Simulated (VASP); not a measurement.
The system is VCd2.

```
CELL_PARAMETERS angstrom
0.00000 3.09579 3.09579
3.09579 0.00000 3.09579
3.09579 3.09579 0.00000
ATOMIC_POSITIONS crystal
V 0.00000 0.00000 0.00000
Cd 0.25000 0.25000 0.25000
Cd 0.75000 0.75000 0.75000
```

- Program: VASP 6.6.1
- Task: relaxation of cell and atoms
- Functional: PBE
- Potentials or basis: VASP PAW PBE potentials, release 64 (V_sv, Cd)
- Cutoff: 600 eV
- k mesh: 6 × 6 × 6
- Occupations: gaussian, width 0.1 eV
- Spin: collinear spin, ferromagnetic start
- Starting moments: [2.64, 0.0, 0.0] μB

At the start: pressure 14.2 GPa; volume 19.78 Å³/atom.

Problem. How do energy, volume and symmetry change on relaxing?

Solution. Over 3 steps the energy falls by 167.9 meV/atom and the volume is 24.29 Å³/atom (+22.8 %); space group Fm-3m (No. 225, to 0.05 Å); moment 3.61 μB per cell.

Step by step:
```
step  energy change (eV)  largest force (eV/Å)  pressure (GPa)  volume (Å³)
   1              0.0000                0.0000           14.23        59.34
   2             -0.4914                0.0000           -1.42        75.74
   3             -0.5037                0.0000            0.09        72.88
```

Final structure:
```cif
data_structure
_symmetry_space_group_name_H-M 'P 1'
_symmetry_Int_Tables_number 1
_cell_length_a 4.6885
_cell_length_b 4.6885
_cell_length_c 4.6885
_cell_angle_alpha 60.000
_cell_angle_beta 60.000
_cell_angle_gamma 60.000
_cell_volume 72.88
loop_
_atom_site_label
_atom_site_type_symbol
_atom_site_fract_x
_atom_site_fract_y
_atom_site_fract_z
_atom_site_occupancy
V1 V 0.00000 0.00000 0.00000 1
Cd1 Cd 0.25000 0.25000 0.25000 1
Cd2 Cd 0.75000 0.75000 0.75000 1
```

Caveat: the volume moved by over 15 % at a fixed basis, so the end points are rough.
